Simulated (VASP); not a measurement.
Write the native input for VASP 6.6.1 that does the following.

```yaml
Task: relaxation of cell and atoms
Functional: PBEsol
Potentials_or_basis: VASP PAW PBE potentials, release 64 (Zn, Se)
Cutoff: 500 eV
k_mesh: 4 × 4 × 4
Occupations: gaussian, width 0.02 eV
Spin: no spin polarisation
Target_pressure: 10 GPa
Dipole_correction: no
Further_INCAR_settings: ALGO = Normal; EDIFF = 1e-07; IBRION = 2; EDIFFG = -0.008; NSW = 70; ISIF = 3
```

The structure of ZnSe2 lies in POSCAR:

```
ZnSe2
1.0
    6.0031324276      0.0000000000      0.0000000000
    0.0000000000      6.0031324276      0.0000000000
    0.0000000000      0.0000000000      6.0031324276
Zn Se
4 8
Direct
    0.5000000000      0.5000000000      0.0000000000
    0.5000000000      0.0000000000      0.5000000000
    0.0000000000      0.5000000000      0.5000000000
    0.0000000000      0.0000000000      0.0000000000
    0.1114748244      0.8885251756      0.3885251756
    0.8885251756      0.3885251756      0.1114748244
    0.3885251756      0.1114748244      0.8885251756
    0.6114748244      0.6114748244      0.6114748244
    0.8885251756      0.1114748244      0.6114748244
    0.1114748244      0.6114748244      0.8885251756
    0.6114748244      0.8885251756      0.1114748244
    0.3885251756      0.3885251756      0.3885251756
```

One way to write it, as run:

INCAR

```
SYSTEM = ZnSe2
PREC = Accurate
ENCUT = 500
EDIFF = 1E-7
ISMEAR = 0
SIGMA = 0.02
LREAL = .False.
LASPH = .True.
NELM = 120
ALGO = Normal
ISIF = 3
LWAVE = .False.
LCHARG = .False.
GGA = PS
IBRION = 2
NSW = 70
EDIFFG = -0.008
PSTRESS = 100.0
GGA_COMPAT = .False.
NELMIN = 4
```

KPOINTS

```
regular mesh
0
Gamma
  4 4 4
  0 0 0
```

Potentials or basis: VASP PAW PBE potentials, release 64 (Zn, Se).

Command:

```sh
$ cat potpaw_PBE.64/Zn/POTCAR potpaw_PBE.64/Se/POTCAR > POTCAR
$ mpirun -np 1 vasp_std > vasp.out
```

It gave:

```json
{"Relaxed volume": "18.15 Å³/atom", "Relaxed cell": "a = 6.017 Å, b = 6.017 Å, c = 6.017 Å, α = 90.00°, β = 90.00°, γ = 90.00°", "Space group after relaxing (to 0.1 Å)": "Pa-3 (No. 205)", "Energy change on relaxing (the run minimises the enthalpy)": "-9.5 meV/atom", "Ionic steps": "4", "Pressure after relaxing": "10.0 GPa", "Largest force after relaxing": "0.005 eV/Å", "Band gap on the k mesh": "0.38 eV"}
```

Caveat: the cell is relaxed towards a set pressure, so the run minimises the enthalpy, not the energy; the PAW data sets were made with another functional, which shifts forces and pressure a little.

It took 16 min on 1 thread of Intel(R) Xeon(R) Platinum 8259CL CPU @ 2.50GHz (Skylake/Cascade Lake) (shared host), peak memory 0.37 GiB.
